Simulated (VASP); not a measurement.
# InP (I-4m2) in VASP: settings compared

The runs below take InP through single point, with PBE, r2SCAN.

Everything below comes from runs of VASP 6.6.1. Logs are shortened: lines on timing, memory, paths and dates and some standing lists are left out, and cuts for length are marked.

## (1) The cell of the first run

The structure is tetragonal, space group I-4m2 (No. 119). Conventional cell: a = 4.261 Å, b = 4.261 Å, c = 5.774 Å, α = 90.00°, β = 90.00°, γ = 90.00°. In (site symmetry -4m2) has 4 P at 2.57 Å within 3.4 Å. Within 3.4 Å of P (site symmetry -4m2) lie 4 In at 2.57 Å.

## (2) Single point, PBE (epitaxial xy strain +2.0%)

File INCAR:

```
PREC = Accurate
ENCUT = 520
EDIFF = 1E-6
ISMEAR = 0
SIGMA = 0.01
LREAL = F
LASPH = T
NELM = 100
ALGO = Normal
ISIF = 2
LWAVE = F
LCHARG = F
GGA = PE
NBANDS = 16
```

File KPOINTS:

```
regular mesh
0
Gamma
  4 4 4
```

File POSCAR:

```
InP
1.0
    0.0000000000      3.0128633875      2.8871300864
    3.0128633875      0.0000000000      2.8871300864
    3.0128633875      3.0128633875      0.0000000000
In P
1 1
Direct
    0.0000000000      0.0000000000      0.0000000000
    0.2500000000      0.2500000000      0.2500000000
```

Potentials or basis: VASP PAW PBE potentials, release 64 (In_d, P).

Started as:

```sh
cat potpaw_PBE.64/In_d/POTCAR potpaw_PBE.64/P/POTCAR > POTCAR
mpirun -np 1 vasp_std > vasp.out
```

OUTCAR:

```text
PREC = Accurate
   ENCUT = 520
   EDIFF = 1E-6
   ISMEAR = 0
   LREAL = F
   LASPH = T
   NELM = 100
   ISIF = 2
   GGA = PE

 ion  position               nearest neighbor table
   1  0.000  0.000  0.000-   2 2.57   2 2.57   2 2.57   2 2.57
   2  0.250  0.250  0.250-   1 2.57   1 2.57   1 2.57   1 2.57

  LATTYP: Found a body centered tetragonal cell.
 ALAT       =     4.2608322642
 C/A-ratio  =     1.3551953738

  Lattice vectors:

 A1 = (   0.0000000000,  -3.0128633875,  -2.8871300864)
 A2 = (   0.0000000000,   3.0128633875,  -2.8871300864)
 A3 = (   3.0128633875,   0.0000000000,   2.8871300864)

Analysis of symmetry for initial positions (statically):
=====================================================================
 Subroutine PRICEL returns:
 Original cell was already a primitive cell.

 Routine SETGRP: Setting up the symmetry group for a
 body centered tetragonal supercell.

 Subroutine GETGRP returns: Found  8 space group operations
 (whereof  8 operations were pure point group operations)
 out of a pool of 16 trial point group operations.

The static configuration has the point symmetry D_2d.

Analysis of symmetry for dynamics (positions and initial velocities):
=====================================================================
 Subroutine PRICEL returns:
 Original cell was already a primitive cell.

 Routine SETGRP: Setting up the symmetry group for a
 body centered tetragonal supercell.

 Subroutine GETGRP returns: Found  8 space group operations
 (whereof  8 operations were pure point group operations)
 out of a pool of 16 trial point group operations.

The dynamic configuration has the point symmetry D_2d.

 Subroutine INISYM returns: Found  8 space group operations
 (whereof  8 operations are pure point group operations),
 and found     1 'primitive' translations

----------------------------------------------------------------------------------------

                                     Primitive cell

  volume of cell :      52.4150

  direct lattice vectors                    reciprocal lattice vectors
     0.000000000  3.012863387  2.887130086    -0.165955085  0.165955085  0.173182359
     3.012863387  0.000000000  2.887130086     0.165955085 -0.165955085  0.173182359
     3.012863387  3.012863387  0.000000000     0.165955085  0.165955085 -0.173182359

  length of vectors
     4.172872623  4.172872623  4.260832264     0.291675008  0.291675008  0.291675008

  position of ions in fractional coordinates (direct lattice)
     0.000000000  0.000000000  0.000000000
     0.250000000  0.250000000  0.250000000

  ion indices of the primitive-cell ions
   primitive index   ion index
                 1           1
                 2           2

----------------------------------------------------------------------------------------

 KPOINTS: regular mesh

Automatic generation of k-mesh.
 Grid dimensions read from file:
 generate k-points for:    4    4    4

 Generating k-lattice:

  Cartesian coordinates                     Fractional coordinates (reciprocal lattice)
    -0.041488771  0.041488771  0.043295590     0.250000000  0.000000000  0.000000000
     0.041488771 -0.041488771  0.043295590     0.000000000  0.250000000  0.000000000
     0.041488771  0.041488771 -0.043295590     0.000000000  0.000000000  0.250000000

  Length of vectors
     0.072918752  0.072918752  0.072918752

  Shift w.r.t. Gamma in fractional coordinates (k-lattice)
     0.000000000  0.000000000  0.000000000

 Subroutine IBZKPT returns following result:
 ===========================================

 Found     13 irreducible k-points:

 Following reciprocal coordinates:
            Coordinates               Weight
  0.000000  0.000000  0.000000      1.000000
  0.250000  0.000000  0.000000      8.000000
  0.500000  0.000000  0.000000      4.000000
  0.250000  0.250000  0.000000      2.000000
  0.500000  0.250000  0.000000      8.000000
 -0.250000  0.250000  0.000000      4.000000
  0.500000  0.500000  0.000000      1.000000
  0.250000  0.000000  0.250000      4.000000
  0.500000  0.000000  0.250000     16.000000
 -0.250000  0.000000  0.250000      8.000000
 -0.250000  0.500000  0.250000      4.000000
  0.500000  0.000000  0.500000      2.000000
 -0.250000  0.250000  0.500000      2.000000
   k-points           NKPTS =     13   k-points in BZ     NKDIM =     13   number of bands    NBANDS=     16
   number of dos      NEDOS =    301   number of ions     NIONS =      2
   total plane-waves  NPLWV =  32768
   dimension x,y,z NGX =    32 NGY =   32 NGZ =   32
   dimension x,y,z NGXF=    64 NGYF=   64 NGZF=   64
   ions per type =               1   1
   NGX,Y,Z   is equivalent  to a cutoff of  12.75, 12.75, 12.49 a.u.
   NGXF,Y,Z  is equivalent  to a cutoff of  25.50, 25.50, 24.97 a.u.
 SYSTEM =  unknown system
   PREC   = accura    normal or accurate (medium, high low for compatibility)
   ISTART =      0    job   : 0-new  1-cont  2-samecut
   ICHARG =      2    charge: 1-file 2-atom 10-const
   ISPIN  =      1    spin polarized calculation?
   LNONCOLLINEAR =      F non collinear calculations
   LSORBIT =      F    spin-orbit coupling
   LASPH  =      T    aspherical Exc in radial PAW
   ENCUT  =  520.0 eV  38.22 Ry    6.18 a.u.   7.76  7.76  7.92*2*pi/ulx,y,z
   NELM   =    100;   NELMIN=  2; NELMDL= -5     # of ELM steps
   EDIFF  = 0.1E-05   stopping-criterion for ELM
   LREAL  =      F    real-space projection
   EDIFFG = 0.1E-04   stopping-criterion for IOM
   NSW    =      0    number of steps for IOM
   IBRION =     -1    ionic relax: 0-MD 1-quasi-New 2-CG
   NFREE  =      0    steps in history (QN), initial steepest desc. (CG)
   ISIF   =      2    stress and relaxation
   ISYM   =      2    0-nonsym 1-usesym 2-fastsym
   POTIM  = 0.5000    time-step for ionic-motion
   TEBEG  =    0.0;   TEEND  =   0.0 temperature during run
   PSTRESS=    0.0 pullay stress
   NELECT =      18.0000    total number of electrons
   NUPDOWN=      -1.0000    fix difference up-down
   EMIN   =  10.00;   EMAX   =-10.00  energy-range for DOS
   EFERMI =   0.00;   METHOD = LEGACY
   ISMEAR =     0;   SIGMA  =   0.01  broadening in eV -4-tet -1-fermi 0-gaus
   EFERMI_NEDOS =   21; number of points for ismear=-14 and -15
   IALGO  =     38    algorithm
   IMIX   =      4    mixing-type and parameters
     AMIX     =   0.40;   BMIX     =  1.00
     AMIX_MAG =   1.60;   BMIX_MAG =  1.00
  volume/ion in A,a.u.               =      26.21       176.86
  Fermi-wavevector in a.u.,A,eV,Ry     =   1.146429  2.166437 17.882137  1.314300
  Thomas-Fermi vector in A             =   2.283114
   LORBIT       =      0    0 simple, 1 ext, 2 COOP (PROOUT), +10 PAW based schemes
   GGA     = PE    functional components
   LHFCALC =     F    Hartree Fock is set to
   AEXX    =    0.0000 exact exchange contribution
   IVDW    =     0    specifies the selected vdW correction
   LEPSILON=     F    determine dielectric tensor
   LRPA    =     F    only Hartree local field effects (RPA)
 non-spin polarized calculation
 Gauss-broadening in eV      SIGMA  =   0.01
  energy-cutoff  :      520.00
  volume of cell :       52.41
 maximum number of plane-waves:      1428
   NGX = 15   NGY = 15   NGZ = 15

 number of electron      18.0000004 magnetization

 Free energy of the ion-electron system (eV)
  ---------------------------------------------------
  ext. energy  EPLUGINS =         0.00000000
  ---------------------------------------------------
  free energy    TOTEN  =        -8.29101539 eV

  energy without entropy =       -8.29101539  energy(sigma->0) =       -8.29101539

 E-fermi :   4.9697     XC(G=0):  -9.0863

 val. band max:        4.9214729729   @ k =   0.0000   0.0000   0.0000
 cond. band min:       5.2671865883   @ k =   0.0000   0.0000   0.0000
 fundamental gap:      0.3457136154
 Fermi energy:         4.9697162366

 k-point     1 :       0.0000    0.0000    0.0000
  band No.  band energies     occupation
      1      -9.3683      2.00000
      2      -9.3683      2.00000
      3      -9.3500      2.00000
      4      -9.2367      2.00000
      5      -9.2286      2.00000
      6      -6.4477      2.00000
[... 8 lines left out ...]
     15      13.8452      0.00000
     16      14.4404      0.00000

 k-point     2 :       0.2500    0.0000    0.0000
  band No.  band energies     occupation
      1      -9.4132      2.00000
      2      -9.3477      2.00000
      3      -9.3363      2.00000
      4      -9.2363      2.00000
      5      -9.2238      2.00000
      6      -5.8148      2.00000
[... 8 lines left out ...]
     15      13.3186      0.00000
     16      13.9623      0.00000

 k-point     3 :       0.5000    0.0000    0.0000
  band No.  band energies     occupation
      1      -9.4603      2.00000
      2      -9.3342      2.00000
      3      -9.3236      2.00000
      4      -9.2291      2.00000
      5      -9.2116      2.00000
      6      -4.8499      2.00000
[... 8 lines left out ...]
     15      15.1653      0.00000
     16      15.4723      0.00000

 k-point     4 :       0.2500    0.2500    0.0000
  band No.  band energies     occupation
      1      -9.4419      2.00000
      2      -9.3225      2.00000
      3      -9.3225      2.00000
      4      -9.2593      2.00000
      5      -9.2109      2.00000
      6      -5.5649      2.00000
[... 8 lines left out ...]
     15      14.4637      0.00000
     16      16.6860      0.00000
[... 115 lines left out ...]
 k-point    11 :      -0.2500    0.5000    0.2500
  band No.  band energies     occupation
      1      -9.4896      2.00000
      2      -9.3114      2.00000
      3      -9.2800      2.00000
      4      -9.2549      2.00000
      5      -9.2131      2.00000
      6      -4.1562      2.00000
[... 8 lines left out ...]
     15      16.0856      0.00000
     16      16.7172      0.00000

 k-point    12 :       0.5000    0.0000    0.5000
  band No.  band energies     occupation
      1      -9.5195      2.00000
      2      -9.2731      2.00000
      3      -9.2707      2.00000
      4      -9.2698      2.00000
      5      -9.2056      2.00000
      6      -4.2833      2.00000
[... 8 lines left out ...]
     15      15.4697      0.00000
     16      16.4658      0.00000

 k-point    13 :      -0.2500    0.2500    0.5000
  band No.  band energies     occupation
      1      -9.4890      2.00000
      2      -9.3103      2.00000
      3      -9.2791      2.00000
      4      -9.2403      2.00000
      5      -9.2277      2.00000
      6      -4.2060      2.00000
[... 8 lines left out ...]
     15      15.5753      0.00000
     16      16.2637      0.00000

------------------------ aborting loop because EDIFF is reached ----------------------------------------

  FORCE on cell =-STRESS in cart. coord.  units (eV):
  Direction    XX          YY          ZZ          XY          YZ          ZX
  --------------------------------------------------------------------------------------
  -------------------------------------------------------------------------------------
  Total        0.0241129      0.0241129      0.5615061      0.0000000      0.0000000      0.0000000
  in kB        0.7370638      0.7370638     17.1636579      0.0000000      0.0000000      0.0000000
  external PRESSURE =       6.2125951 kB  Pullay stress =       0.0000000 kB

 VOLUME and BASIS-vectors are now :
 -----------------------------------------------------------------------------
  energy-cutoff  :      520.00
  volume of cell :       52.41
      direct lattice vectors                 reciprocal lattice vectors
     0.000000000  3.012863387  2.887130086    -0.165955085  0.165955085  0.173182359
     3.012863387  0.000000000  2.887130086     0.165955085 -0.165955085  0.173182359
     3.012863387  3.012863387  0.000000000     0.165955085  0.165955085 -0.173182359

 POSITION                                       TOTAL-FORCE (eV/Angst)
 -----------------------------------------------------------------------------------
      0.00000      0.00000      0.00000         0.000000      0.000000      0.000000
      1.50643      1.50643      1.44357        -0.000000     -0.000000     -0.000000
 -----------------------------------------------------------------------------------
    total drift:                               -0.000000     -0.000000     -0.000001

  FREE ENERGIE OF THE ION-ELECTRON SYSTEM (eV)
  ---------------------------------------------------
  free  energy   TOTEN  =        -8.2910153939 eV

  energy  without entropy=       -8.2910153939  energy(sigma->0) =       -8.29101539
```

Wall time 4.5 s (1 thread of Intel Xeon 6975P-C (Granite Rapids), shared host); peak memory 0.17 GiB.

What came out:

- Free energy: -8.2910 eV
- Pressure: 0.6 GPa
- Band gap on the k mesh: 0.35 eV, direct

Caveat: the k points lie up to 0.46 Å⁻¹ apart; the cell differs from its parent crystal (epitaxial xy strain +2.0%); spin-orbit coupling is left out, which moves the levels of the heavy elements.

(Part 1 of 2 ends here.)
